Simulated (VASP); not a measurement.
A run of VASP 6.6.1 is set up as follows.

Contents of INCAR:

```
PREC = Accurate
ENCUT = 600
EDIFF = 1E-6
ISMEAR = -1
SIGMA = 0.05
LREAL = F
LASPH = T
NELM = 120
ALGO = Normal
ISIF = 2
LWAVE = F
LCHARG = F
GGA = PS
NBANDS = 18
GGA_COMPAT = F
```

File KPOINTS:

```
Automatic mesh
0
Gamma
  15 15 15
```

The input POSCAR:

```
Cu
1.0
    0.0000000000      2.4123321894      2.4123321894
    2.4123321894      0.0000000000      2.4123321894
    2.4123321894      2.4123321894      0.0000000000
Cu
2
Direct
    1.0000000000      1.0000000000      1.0000000000
    0.2500000000      0.2500000000      0.2500000000
```

Potentials or basis: VASP PAW PBE potentials, release 64 (Cu).

Launch:

```console
$ cat potpaw_PBE.64/Cu/POTCAR > POTCAR
$ mpirun -np 1 vasp_std > vasp.out
```

(1) What does it give for the band gap on the k mesh?

(2) Predict the pressure.

## Answers

(1) zero (bands 11 and 12 overlap by 0.90 eV).

(2) 30.2 GPa.

Caveat: the cell stands under pressure; the PAW data sets were made with another functional, which shifts forces and pressure a little.
